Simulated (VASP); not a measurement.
# Y (Fm-3m) in VASP: notebook

The runs below take Y through single point, with PBEsol.

Program: VASP 6.6.1. These are calculated values, not measurements. Logs are shortened: lines on timing, memory, paths and dates and some standing lists are left out, and cuts for length are marked.

### 1 The cell of the first run

Symmetry: Fm-3m, No. 225, cubic system. Conventional cell: a = 3.673 Å, b = 3.673 Å, c = 3.673 Å, α = 90.00°, β = 90.00°, γ = 90.00°. Y (site symmetry m-3m) has 12 Y at 2.60 Å within 3.4 Å.

### 2 Single point, PBEsol (volume scaled by 0.4)

INCAR reads:

```
PREC     = Accurate       # precision mode
ENCUT    = 520            # plane-wave cutoff, eV
EDIFF    = 1E-7           # SCF threshold, eV
ISMEAR   = -1             # smearing method
SIGMA    = 0.1            # smearing width, eV
LREAL    = False          # projectors in reciprocal space
LASPH    = True           # aspherical terms in the spheres
NELM     = 80             # most SCF steps
ALGO     = Normal         # electronic algorithm
ISIF     = 2              # what is computed and relaxed
LWAVE    = False          # write WAVECAR
LCHARG   = True           # write CHGCAR
GGA      = PS             # functional
LELF     = True           # ELF
LVHAR    = True         
NBANDS   = 12             # bands
```

KPOINTS reads:

```
regular mesh
0
Gamma
  13 13 13
```

POSCAR reads:

```
Y
1.0
    0.0000000000      1.8363934874      1.8363934874
    1.8363934874      0.0000000000      1.8363934874
    1.8363934874      1.8363934874      0.0000000000
Y
1
Direct
    0.0000000000      0.0000000000      0.0000000000
```

Potentials or basis: VASP PAW PBE potentials, release 64 (Y_sv).

On the command line:

```console
$ cat potpaw_PBE.64/Y_sv/POTCAR > POTCAR
$ mpirun -np 1 vasp_std > vasp.out
```

OUTCAR:

```text
PREC = Accurate
   ENCUT = 520
   EDIFF = 1E-7
   ISMEAR = -1
   LREAL = False
   LASPH = True
   NELM = 80
   ISIF = 2
   GGA = PS

 ion  position               nearest neighbor table
   1  0.000  0.000  0.000-

  LATTYP: Found a face centered cubic cell.
 ALAT       =     3.6727869748

  Lattice vectors:

 A1 = (   0.0000000000,   1.8363934874,   1.8363934874)
 A2 = (   1.8363934874,   0.0000000000,   1.8363934874)
 A3 = (   1.8363934874,   1.8363934874,   0.0000000000)

Analysis of symmetry for initial positions (statically):
=====================================================================
 Subroutine PRICEL returns:
 Original cell was already a primitive cell.

 Routine SETGRP: Setting up the symmetry group for a
 face centered cubic supercell.

 Subroutine GETGRP returns: Found 48 space group operations
 (whereof 48 operations were pure point group operations)
 out of a pool of 48 trial point group operations.

The static configuration has the point symmetry O_h .

Analysis of symmetry for dynamics (positions and initial velocities):
=====================================================================
 Subroutine PRICEL returns:
 Original cell was already a primitive cell.

 Routine SETGRP: Setting up the symmetry group for a
 face centered cubic supercell.

 Subroutine GETGRP returns: Found 48 space group operations
 (whereof 48 operations were pure point group operations)
 out of a pool of 48 trial point group operations.

The dynamic configuration has the point symmetry O_h .

 Subroutine INISYM returns: Found 48 space group operations
 (whereof 48 operations are pure point group operations),
 and found     1 'primitive' translations

----------------------------------------------------------------------------------------

                                     Primitive cell

  volume of cell :      12.3859

  direct lattice vectors                    reciprocal lattice vectors
     0.000000000  1.836393487  1.836393487    -0.272272802  0.272272802  0.272272802
     1.836393487  0.000000000  1.836393487     0.272272802 -0.272272802  0.272272802
     1.836393487  1.836393487  0.000000000     0.272272802  0.272272802 -0.272272802

  length of vectors
     2.597052576  2.597052576  2.597052576     0.471590326  0.471590326  0.471590326

[... 76 lines left out ...]
   ENCUT  =  520.0 eV  38.22 Ry    6.18 a.u.   4.83  4.83  4.83*2*pi/ulx,y,z
   NELM   =     80;   NELMIN=  2; NELMDL= -5     # of ELM steps
   EDIFF  = 0.1E-06   stopping-criterion for ELM
   LREAL  =      F    real-space projection
   EDIFFG = 0.1E-05   stopping-criterion for IOM
   NSW    =      0    number of steps for IOM
   IBRION =     -1    ionic relax: 0-MD 1-quasi-New 2-CG
   NFREE  =      0    steps in history (QN), initial steepest desc. (CG)
   ISIF   =      2    stress and relaxation
   ISYM   =      2    0-nonsym 1-usesym 2-fastsym
   POTIM  = 0.5000    time-step for ionic-motion
   TEBEG  =    0.0;   TEEND  =   0.0 temperature during run
   PSTRESS=    0.0 pullay stress
   NELECT =      11.0000    total number of electrons
   NUPDOWN=      -1.0000    fix difference up-down
   EMIN   =  10.00;   EMAX   =-10.00  energy-range for DOS
   EFERMI =   0.00;   METHOD = LEGACY
   ISMEAR =    -1;   SIGMA  =   0.10  broadening in eV -4-tet -1-fermi 0-gaus
   EFERMI_NEDOS =   21; number of points for ismear=-14 and -15
   IALGO  =     38    algorithm
   IMIX   =      4    mixing-type and parameters
     AMIX     =   0.40;   BMIX     =  1.00
     AMIX_MAG =   1.60;   BMIX_MAG =  1.00
  volume/ion in A,a.u.               =      12.39        83.58
  Fermi-wavevector in a.u.,A,eV,Ry     =   1.573608  2.973689 33.691334  2.476243
  Thomas-Fermi vector in A             =   2.674867
   LORBIT       =      0    0 simple, 1 ext, 2 COOP (PROOUT), +10 PAW based schemes
   GGA     = PS    functional components
   LHFCALC =     F    Hartree Fock is set to
   AEXX    =    0.0000 exact exchange contribution
   IVDW    =     0    specifies the selected vdW correction
   LEPSILON=     F    determine dielectric tensor
   LRPA    =     F    only Hartree local field effects (RPA)
 non-spin polarized calculation
  energy-cutoff  :      520.00
  volume of cell :       12.39
 maximum number of plane-waves:       342
   NGX =  9   NGY =  9   NGZ =  9

 number of electron      11.0000000 magnetization

 Free energy of the ion-electron system (eV)
  ---------------------------------------------------
  ext. energy  EPLUGINS =         0.00000000
  ---------------------------------------------------
  free energy    TOTEN  =        -2.23770032 eV

  energy without entropy =       -2.21061761  energy(sigma->0) =       -2.22415896

 E-fermi :   9.5368     XC(G=0): -14.2041

 val. band max:        9.5112595870   @ k =  -0.3846   0.3077   0.1538
 cond. band min:       9.6177869216   @ k =  -0.3846   0.1538   0.0000
 fundamental gap:      0.1065273346
 Fermi energy:         9.5367548786

 k-point     1 :       0.0000    0.0000    0.0000
  band No.  band energies     occupation
      1     -34.0360      2.00000
      2      -9.2538      2.00000
      3      -9.2538      2.00000
      4      -9.2538      2.00000
      5       7.0014      2.00000
      6      11.6538      0.00000
      7      11.6538      0.00000
      8      11.6538      0.00000
      9      17.5380      0.00000
     10      17.5380      0.00000
     11      20.6426      0.00000
     12      27.9229      0.00000
[... 331 lines left out ...]
 k-point    24 :       0.4615    0.1538    0.0000
  band No.  band energies     occupation
      1     -31.8972      2.00000
      2     -15.7553      2.00000
      3     -11.2124      2.00000
      4     -10.6045      2.00000
      5       7.2483      2.00000
      6       9.6924      0.34820
      7      12.8840      0.00000
      8      14.3906      0.00000
      9      22.1036      0.00000
     10      22.4967      0.00000
     11      25.3764      0.00000
     12      31.1078      0.00000

 [... further k-points ...]
[... 5 lines left out ...]
  --------------------------------------------------------------------------------------
  -------------------------------------------------------------------------------------
  Total       12.3094006     12.3094006     12.3094006      0.0000000     -0.0000000      0.0000000
  in kB     1592.2830095   1592.2830095   1592.2830095      0.0000000     -0.0000000      0.0000000
  external PRESSURE =    1592.2830095 kB  Pullay stress =       0.0000000 kB

 VOLUME and BASIS-vectors are now :
 -----------------------------------------------------------------------------
  energy-cutoff  :      520.00
  volume of cell :       12.39
      direct lattice vectors                 reciprocal lattice vectors
     0.000000000  1.836393487  1.836393487    -0.272272802  0.272272802  0.272272802
     1.836393487  0.000000000  1.836393487     0.272272802 -0.272272802  0.272272802
     1.836393487  1.836393487  0.000000000     0.272272802  0.272272802 -0.272272802

 POSITION                                       TOTAL-FORCE (eV/Angst)
 -----------------------------------------------------------------------------------
      0.00000      0.00000      0.00000        -0.000000     -0.000000     -0.000000
 -----------------------------------------------------------------------------------
    total drift:                                0.000000      0.000000      0.000000

  FREE ENERGIE OF THE ION-ELECTRON SYSTEM (eV)
  ---------------------------------------------------
  free  energy   TOTEN  =        -2.2377003157 eV

  energy  without entropy=       -2.2106176100  energy(sigma->0) =       -2.22415896
```

OSZICAR:

```text
N       E                     dE             d eps       ncg     rms          rms(c)
DAV:   1     0.334519418678E+02    0.33452E+02   -0.63616E+03  2072   0.947E+02
DAV:   2    -0.142776693392E+01   -0.34880E+02   -0.33413E+02  2408   0.190E+02
DAV:   3    -0.225164735658E+01   -0.82388E+00   -0.81407E+00  2416   0.215E+01
DAV:   4    -0.225927867525E+01   -0.76313E-02   -0.76213E-02  2308   0.190E+00
DAV:   5    -0.225935732974E+01   -0.78654E-04   -0.78653E-04  2412   0.128E-01    0.537E+01
DAV:   6    -0.211649388643E+01    0.14286E+00   -0.30038E-01  2508   0.312E+00    0.306E+01
DAV:   7    -0.221883667858E+01   -0.10234E+00   -0.53094E-01  2696   0.328E+00    0.356E+00
DAV:   8    -0.223268229831E+01   -0.13846E-01   -0.22640E-01  2032   0.409E+00    0.264E+00
DAV:   9    -0.223750279583E+01   -0.48205E-02   -0.44803E-02  2028   0.180E+00    0.375E-01
DAV:  10    -0.223770025874E+01   -0.19746E-03   -0.14764E-03  2248   0.366E-01    0.382E-02
DAV:  11    -0.223769757987E+01    0.26789E-05   -0.46350E-06  2380   0.180E-02    0.420E-02
DAV:  12    -0.223770024526E+01   -0.26654E-05   -0.10634E-05  2108   0.296E-02    0.140E-03
DAV:  13    -0.223770031572E+01   -0.70463E-07   -0.49797E-08  1800   0.173E-03
   1 F= -.22377003E+01 E0= -.22241590E+01  d E =-.270827E-01
```

Run time: 8.1 s. Hardware: 1 thread of Intel Xeon 6975P-C (Granite Rapids), shared host; peak memory 0.14 GiB.

What came out:

```yaml
Free_energy: -2.2377 eV
Pressure: 159.2 GPa
```

Caveat: the PAW data sets were made with another functional, which shifts forces and pressure a little.

### 3 Single point, PBEsol (volume scaled by 0.5)

INCAR reads:

```
SYSTEM = Y
ALGO     = Normal         ! electronic algorithm
EDIFF    = 1E-7           ! SCF threshold, eV
ENCUT    = 520            ! plane-wave cutoff, eV
GGA      = PS             ! functional
ISIF     = 2              ! what is computed and relaxed
ISMEAR   = -1             ! smearing method
LASPH    = .True.         ! aspherical terms in the spheres
LCHARG   = .True.         ! write CHGCAR
LELF     = .True.         ! ELF
LREAL    = .False.        ! projectors in reciprocal space
LVHAR    = .True.       
LWAVE    = .False.        ! write WAVECAR
NBANDS   = 12             ! bands
NELM     = 100            ! most SCF steps
PREC     = Accurate       ! precision mode
SIGMA    = 0.1            ! smearing width, eV
```

KPOINTS reads:

```
k-points
0
Gamma
  13 13 13
  0 0 0
```

POSCAR reads:

```
Y
1.0
    0.0000000000      1.9781949169      1.9781949169
    1.9781949169      0.0000000000      1.9781949169
    1.9781949169      1.9781949169      0.0000000000
Y
1
Direct
    0.0000000000      0.0000000000      0.0000000000
```

Potentials or basis: VASP PAW PBE potentials, release 64 (Y_sv).

On the command line:

```console
$ cat potpaw_PBE.64/Y_sv/POTCAR > POTCAR
$ mpirun -np 1 vasp_std > vasp.out
```

It took 9.6 s on 1 thread of Intel Xeon 6975P-C (Granite Rapids), shared host; peak memory 0.16 GiB.

The run converged, but its numbers aren't listed here, since they failed a check.

Caveat: the PAW data sets were made with another functional, which shifts forces and pressure a little.

### 4 Single point, PBEsol (volume scaled by 0.6)

INCAR reads:

```
PREC = Accurate
ENCUT = 520
EDIFF = 1E-6
ISMEAR = -1
SIGMA = 0.1
LREAL = F
LASPH = T
NELM = 80
ALGO = Normal
ISIF = 2
LWAVE = F
LCHARG = T
GGA = PS
LELF = T
LVHAR = T
NBANDS = 12
```

KPOINTS reads:

```
regular mesh
0
Gamma
  13 13 13
```

POSCAR reads:

```
Y
1.0
    0.0000000000      2.1021457800      2.1021457800
    2.1021457800      0.0000000000      2.1021457800
    2.1021457800      2.1021457800      0.0000000000
Y
1
Direct
    0.0000000000      0.0000000000      0.0000000000
```

Potentials or basis: VASP PAW PBE potentials, release 64 (Y_sv).

On the command line:

```console
$ cat potpaw_PBE.64/Y_sv/POTCAR > POTCAR
$ mpirun -np 1 vasp_std > vasp.out
```

OUTCAR:

```text
PREC = Accurate
   ENCUT = 520
   EDIFF = 1E-6
   ISMEAR = -1
   LREAL = F
   LASPH = T
   NELM = 80
   ISIF = 2
   GGA = PS

 ion  position               nearest neighbor table
   1  0.000  0.000  0.000-

  LATTYP: Found a face centered cubic cell.
 ALAT       =     4.2042915600

  Lattice vectors:

 A1 = (   0.0000000000,   2.1021457800,   2.1021457800)
 A2 = (   2.1021457800,   0.0000000000,   2.1021457800)
 A3 = (   2.1021457800,   2.1021457800,   0.0000000000)

Analysis of symmetry for initial positions (statically):
=====================================================================
 Subroutine PRICEL returns:
 Original cell was already a primitive cell.

 Routine SETGRP: Setting up the symmetry group for a
 face centered cubic supercell.

 Subroutine GETGRP returns: Found 48 space group operations
 (whereof 48 operations were pure point group operations)
 out of a pool of 48 trial point group operations.

The static configuration has the point symmetry O_h .

Analysis of symmetry for dynamics (positions and initial velocities):
[... 161 lines left out ...]
 fundamental gap:      0.0573025944
 Fermi energy:         6.2124600261

 k-point     1 :       0.0000    0.0000    0.0000
  band No.  band energies     occupation
      1     -35.7460      2.00000
      2     -14.2134      2.00000
      3     -14.2134      2.00000
      4     -14.2134      2.00000
      5       1.3860      2.00000
      6       8.4172      0.00000
      7       8.4172      0.00000
      8       8.4172      0.00000
      9      12.2518      0.00000
     10      12.2518      0.00000
     11      16.7064      0.00000
     12      21.9705      0.00000
[... 331 lines left out ...]
 k-point    24 :       0.4615    0.1538    0.0000
  band No.  band energies     occupation
      1     -35.1361      2.00000
      2     -16.8169      2.00000
      3     -14.9376      2.00000
      4     -14.7306      2.00000
      5       4.2989      2.00000
      6       6.6875      0.01714
      7       8.5078      0.00000
      8       9.1631      0.00000
      9      14.8694      0.00000
     10      15.3382      0.00000
     11      18.8957      0.00000
     12      21.2443      0.00000

 [... further k-points ...]
[... 5 lines left out ...]
  --------------------------------------------------------------------------------------
  -------------------------------------------------------------------------------------
  Total        5.1582345      5.1582345      5.1582345      0.0000000      0.0000000     -0.0000000
  in kB      444.8290833    444.8290833    444.8290833      0.0000000      0.0000000     -0.0000000
  external PRESSURE =     444.8290833 kB  Pullay stress =       0.0000000 kB

 VOLUME and BASIS-vectors are now :
 -----------------------------------------------------------------------------
  energy-cutoff  :      520.00
  volume of cell :       18.58
      direct lattice vectors                 reciprocal lattice vectors
     0.000000000  2.102145780  2.102145780    -0.237852201  0.237852201  0.237852201
     2.102145780  0.000000000  2.102145780     0.237852201 -0.237852201  0.237852201
     2.102145780  2.102145780  0.000000000     0.237852201  0.237852201 -0.237852201

 POSITION                                       TOTAL-FORCE (eV/Angst)
 -----------------------------------------------------------------------------------
      0.00000      0.00000      0.00000        -0.000000      0.000000      0.000000
 -----------------------------------------------------------------------------------
    total drift:                               -0.000000      0.000000      0.000000

  FREE ENERGIE OF THE ION-ELECTRON SYSTEM (eV)
  ---------------------------------------------------
  free  energy   TOTEN  =        -5.6031444545 eV

  energy  without entropy=       -5.5671001660  energy(sigma->0) =       -5.58512231
```

Wall time 8.7 s (1 thread of Intel Xeon 6975P-C (Granite Rapids), shared host); peak memory 0.16 GiB.

Results:

```yaml
Free_energy: -5.6031 eV
Pressure: 44.5 GPa
```

Caveat: the PAW data sets were made with another functional, which shifts forces and pressure a little.
